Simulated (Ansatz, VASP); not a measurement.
# Zn in VASP and in Ansatz

```
Zn
1.0
     2.59238    0.00000    0.00000
    -1.29619    2.24507    0.00000
     0.00000    0.00000    4.89818
Zn
2
Direct
  0.33333 0.66667 0.25000
  0.66667 0.33333 0.75000
```

Alike in both runs: functional PBEsol; k mesh 18 × 18 × 8; occupations gaussian, width 0.1 eV; no spin polarisation.

Ansatz relaxed the structure, and its values are those at the end. VASP's run is a single point on that final structure, the one shown.

```csv
,VASP,Ansatz
version,VASP 6.6.1,Ansatz 0.2.0
potentials or method,"VASP PAW PBE potentials, release 64 (Zn), cutoff 520 eV","scalar-relativistic, plane waves, PAW"
valence electrons in the cell,24,24
```

Ansatz gave:

```
gap on the k mesh at the Fermi level (eV) : none
pressure (GPa)                            : 0.0
```

Estimate VASP's values.

gap on the k mesh at the Fermi level (eV): none; pressure (GPa): 0.9.

VASP's potentials were made for PBE, not for PBEsol. A gap of «none» marks a metal or a gap that the smearing closes.
